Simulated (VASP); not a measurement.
Input of a VASP 6.6.1 run:

File POSCAR:

```
BN
1.0
    2.3787921191      0.0000000000      0.0000000000
   -1.1893960596      2.0600944054      0.0000000000
    0.0000000000      0.0000000000      6.9942600000
B N
2 2
Direct
    0.3333333333      0.6666666667      0.2500000000
    0.6666666667      0.3333333333      0.7500000000
    0.3333333333      0.6666666667      0.7500000000
    0.6666666667      0.3333333333      0.2500000000
```

Contents of INCAR.step1:

```
ALGO = Normal ; EDIFF = 1E-4
ENCUT = 520 ; GGA = PE
ISMEAR = 0 ; LASPH = T
LCHARG = F ; LREAL = F
LWAVE = T ; NBANDS = 16
NELM = 60 ; PREC = Accurate
SIGMA = 0.05
```

File INCAR.step2:

```
ALGO = Normal ; EDIFF = 1E-6
ENCUT = 520 ; ISIF = 2
ISMEAR = 0 ; ISTART = 1
LASPH = T ; LCHARG = F
LMIXTAU = T ; LREAL = F
LWAVE = F ; METAGGA = R2SCAN
NBANDS = 16 ; NELM = 60
PREC = Accurate ; SIGMA = 0.05
```

Contents of KPOINTS:

```
k-points
0
Gamma
  12 12 4
```

Potentials or basis: VASP PAW PBE potentials, release 64 (B, N).

Run with:

```sh
$ cat potpaw_PBE.64/B/POTCAR potpaw_PBE.64/N/POTCAR > POTCAR
$ cp INCAR.step1 INCAR
$ mpirun -np 1 vasp_std > vasp.out
$ cp INCAR.step2 INCAR
$ mpirun -np 1 vasp_std > vasp.out
```

Problem. Estimate the band gap on the k mesh.

Solution. 5.13 eV, indirect (least direct gap 5.79 eV).

Problem. Predict the pressure.

Solution. 44.0 GPa.

Stress tensor (GPa, compression positive):
```
66.28  0.00  0.00
 0.00 66.28  0.00
 0.00  0.00 -0.69
```

Caveat: the cell differs from its parent crystal (strain -0.050 along x and y, +0.050 along z); the PAW data sets were made with another functional, which shifts forces and pressure a little. A k mesh can miss the band edges.
